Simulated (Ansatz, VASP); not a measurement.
# Two plane-wave programs on BaTiO3

File INCAR:

```
SYSTEM = BaTiO3
  PREC = Accurate
  ENCUT = 520
  EDIFF = 1E-7
  ISMEAR = -1
  SIGMA = 0.05
  LREAL = .FALSE.
  LASPH = .TRUE.
  NELM = 150
  ALGO = Normal
  ISIF = 2
  LWAVE = .FALSE.
  LCHARG = .TRUE.
  MAGMOM = 0 0 0 0 0 0 0 0 0 0 0 0 0 0 0
  LORBIT = 11
  LSORBIT = .TRUE.
  GGA_COMPAT = .FALSE.
  LORBMOM = .TRUE.
  LMAXMIX = 4
  GGA = PE
  LVHAR = .TRUE.
  NBANDS = 55
```

The input KPOINTS:

```
regular mesh
0
G
  7 7 7
  0 0 0
```

File POSCAR:

```
BaTiO3
1.0
    2.8273666084      1.6323808724      2.3183934932
   -2.8273666084      1.6323808724      2.3183934932
    0.0000000000     -3.2647617449      2.3183934932
Ba Ti O
1 1 3
Direct
    0.0000000000      0.0000000000      0.0000000000
    0.4845000000      0.4845000000      0.4845000000
    0.5086000000      0.0175000000      0.5086000000
    0.0175000000      0.5086000000      0.5086000000
    0.5086000000      0.5086000000      0.0175000000
```

The input input.yaml:

```yaml
crystal:
  lattice:
    - [2.8273666084, 1.6323808724, 2.3183934932]
    - [-2.8273666084, 1.6323808724, 2.3183934932]
    - [0.0, -3.2647617449, 2.3183934932]
  atoms:
    - { symbol: Ba, position: [0.0, 0.0, 0.0] }
    - { symbol: Ti, position: [0.4845, 0.4845, 0.4845] }
    - { symbol: O, position: [0.5086, 0.0175, 0.5086] }
    - { symbol: O, position: [0.0175, 0.5086, 0.5086] }
    - { symbol: O, position: [0.5086, 0.5086, 0.0175] }
hamiltonian:
  xc: pbe
  pseudopotentials: { kind: paw_fr }
magnetization:
  noncollinear: true
  spin_orbit: true
kpoints:
  mp_grid: { grid: [7, 7, 7] }
  band_path:
    path:
      - [[0.0, 0.0, 0.0], [0.5, 0.0, 0.0], [0.5, 0.4971712123, -0.4971712123]]
      - [[0.5028287877, 0.5, 0.4971712123], [0.5, 0.5, 0.5], [0.0, 0.0, 0.0], [0.4985856061, 0.0, -0.4985856061]]
      - [[0.5014143939, 0.4985856061, 0.0], [0.5, 0.5, 0.0], [0.5014143939, 0.5014143939, 0.4971712123], [0.5, 0.5, 0.5]]
      - [[0.5, 0.0, 0.0], [0.5028287877, 0.4985856061, 0.4985856061]]
    npoints: 14
scf:
  occupations: { method: fermi_dirac, width: 0.05 }
  n_extra_bands: 12
output:
  forces: true
  stress: true
  eigenvalues: true
  fatbands: false
  write_density: true
  write_potential: true
  elf: true
  volumetric_format: npy
```

Alike in both runs: functional PBE; k mesh 7 × 7 × 7; occupations fermi-dirac, width 0.05 eV; non-collinear spin, spin-orbit coupling.

|  | VASP | Ansatz |
| --- | --- | --- |
| version | VASP 6.6.1 | Ansatz 0.2.0 |
| potentials or method | VASP PAW PBE potentials, release 64 (Ba_sv, Ti_sv, O) | Ansatz PAW |
| plane-wave cutoff (eV) | 520 | 420 |
| valence electrons in the cell | 40 | 40 |
| task | single point | band structure |

Ansatz gave:

- pressure (GPa): 5.0
- traceless stress, the component that is largest in VASP (GPa): -0.12
- rms of the force components (eV/Å): 0.075

Estimate VASP's values.

pressure (GPa): 6.9; traceless stress, the component that is largest in VASP (GPa): -0.17; rms of the force components (eV/Å): 0.095.

Atom by atom the forces differ by 0.028 eV/Å (rms over components). With one functional, cell and mesh, what is left measures potentials, basis and numerics.

Noted on Ansatz's run: the k mesh misses the band edges, so the gap on the mesh is wider than the one along the path.
